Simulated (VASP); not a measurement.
Wanted: the native input for a VASP 6.6.1 run.

```
Task                   : relaxation of cell and atoms
Functional             : PBE
Potentials or basis    : VASP PAW PBE potentials, release 64 (Rb_sv, Br)
Cutoff                 : 600 eV
k mesh                 : 6 × 6 × 6
Occupations            : gaussian, width 0.02 eV
Spin                   : no spin polarisation
Dipole correction      : no
Further INCAR settings : ALGO = Normal; EDIFF = 1e-07; IBRION = 2; EDIFFG = -0.005; NSW = 100; ISIF = 3
```

The structure of RbBr lies in POSCAR:

```
RbBr
1.0
    0.0000000000      3.4559503595      3.4559503595
    3.4559503595      0.0000000000      3.4559503595
    3.4559503595      3.4559503595      0.0000000000
Rb Br
1 1
Direct
    0.0000000000      0.0000000000      0.0000000000
    0.5000000000      0.5000000000      0.5000000000
```

The input as run:

INCAR

```
PREC = Accurate
ENCUT = 600
EDIFF = 1E-7
ISMEAR = 0
SIGMA = 0.02
LREAL = False
LASPH = True
NELM = 100
ALGO = Normal
ISIF = 3
LWAVE = False
LCHARG = False
GGA = PE
IBRION = 2
NSW = 100
EDIFFG = -0.005
```

KPOINTS

```
Automatic mesh
0
Gamma
  6 6 6
```

Potentials or basis: VASP PAW PBE potentials, release 64 (Rb_sv, Br).

Command:

```console
$ cat potpaw_PBE.64/Rb_sv/POTCAR potpaw_PBE.64/Br/POTCAR > POTCAR
$ mpirun -np 1 vasp_std > vasp.out
```

It gave:

| Quantity | Value |
| --- | --- |
| Relaxed volume | 43.29 Å³/atom |
| Relaxed cell | a = 4.966 Å, b = 4.966 Å, c = 4.966 Å, α = 60.00°, β = 60.00°, γ = 60.00° |
| Space group after relaxing (to 0.05 Å) | Fm-3m (No. 225) |
| Energy gained by relaxing | 3.8 meV/atom |
| Ionic steps | 4 |
| Pressure after relaxing | 0.0 GPa |
| Band gap on the k mesh | 4.18 eV, direct |

Run time: 58 s on 1 thread of Intel(R) Xeon(R) Platinum 8375C CPU @ 2.90GHz (Ice Lake), on a shared host, peak memory 0.25 GiB.
